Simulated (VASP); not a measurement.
Ti, 2 atoms in the cell. The structure is hexagonal, space group P6_3/mmc (No. 194). The conventional cell has a = 2.950 Å, b = 2.950 Å, c = 4.680 Å, α = 90.00°, β = 90.00°, γ = 120.00°. Ti (site symmetry -6m2) has 12 Ti at 2.89 to 2.95 Å within 3.8 Å. 

* Program: VASP 6.6.1
* Task: relaxation of cell and atoms
* Functional: PBEsol
* Potentials or basis: VASP PAW PBE potentials, release 64 (Ti_sv)
* Cutoff: 500 eV
* k mesh: 10 × 10 × 5
* Occupations: gaussian, width 0.1 eV
* Spin: no spin polarisation
* Dipole correction: no
* Further INCAR settings: ALGO = Normal; EDIFF = 1e-07; IBRION = 2; EDIFFG = -0.03; NSW = 60; ISIF = 3

Potentials or basis: VASP PAW PBE potentials, release 64 (Ti_sv).

Launch:

```sh
$ cat potpaw_PBE.64/Ti_sv/POTCAR > POTCAR
$ mpirun -np 1 vasp_std > vasp.out
```

Hardware: 1 thread of Intel(R) Xeon(R) 6975P-C (Granite Rapids), on a shared host.

Q: How long does it take, and how much memory?

A: Run time: 65 s on 1 thread of Intel(R) Xeon(R) 6975P-C (Granite Rapids), with other jobs on the host, peak memory 0.16 GiB. Counts: scf iterations 39, k points 42, ion steps 3.
